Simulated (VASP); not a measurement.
Set up this calculation in VASP 6.6.1, as the native input.

```
Task                   : single point
Functional             : PBE
Potentials or basis    : VASP PAW PBE potentials, release 64 (Hf_pv, Sn_d, Te)
Cutoff                 : 520 eV
k mesh                 : 6 × 6 × 6
Occupations            : gaussian, width 0.1 eV
Spin                   : no spin polarisation
Dipole correction      : no
Further INCAR settings : ALGO = Normal; EDIFF = 1e-06; NBANDS = 45
```

The structure of Hf2SnTe6 lies in POSCAR:

```
Hf2SnTe6
1.0
    7.0673309021      0.0000000289      0.0000000000
   -3.5336654761      6.1204880837      0.0000000000
    0.0000000000      0.0000000000      6.9377211000
Hf Sn Te
2 1 6
Direct
    0.6666666667      0.3333333333      0.0000000000
    0.3333333333      0.6666666667      0.0000000000
    0.0000000000      0.0000000000      0.0000000000
    0.6474340000      0.6474340000      0.2555660000
    0.3525660000      0.0000000000      0.2555660000
    0.0000000000      0.3525660000      0.2555660000
    0.0000000000      0.6474340000      0.7444340000
    0.6474340000      0.0000000000      0.7444340000
    0.3525660000      0.3525660000      0.7444340000
```

One way to write it, as run:

INCAR

```
SYSTEM = Hf2SnTe6
  ALGO = Normal
  EDIFF = 1E-6
  ENCUT = 520
  GGA = PE
  ISIF = 2
  ISMEAR = 0
  LASPH = .TRUE.
  LCHARG = .FALSE.
  LREAL = .FALSE.
  LWAVE = .FALSE.
  NBANDS = 45
  NELM = 100
  PREC = Accurate
  SIGMA = 0.1
```

KPOINTS

```
k-points
0
G
  6 6 6
  0 0 0
```

Potentials or basis: VASP PAW PBE potentials, release 64 (Hf_pv, Sn_d, Te).

Launch:

```bash
$ cat potpaw_PBE.64/Hf_pv/POTCAR potpaw_PBE.64/Sn_d/POTCAR potpaw_PBE.64/Te/POTCAR > POTCAR
$ mpirun -np 1 vasp_std > vasp.out
```

It gave:

The pressure is -0.1 GPa and the largest force is 0.022 eV/Å. The band gap on the k mesh is zero (bands 35 and 36 overlap by 0.94 eV).

Caveat: spin-orbit coupling is left out, which moves the levels of the heavy elements; this functional lacks dispersion, which binds the layers, so the pressure and a relaxed spacing across them are unreliable.

Wall time 12 min on 1 thread of Intel(R) Xeon(R) Platinum 8259CL CPU @ 2.50GHz (Skylake/Cascade Lake), on a shared host, peak memory 0.67 GiB.
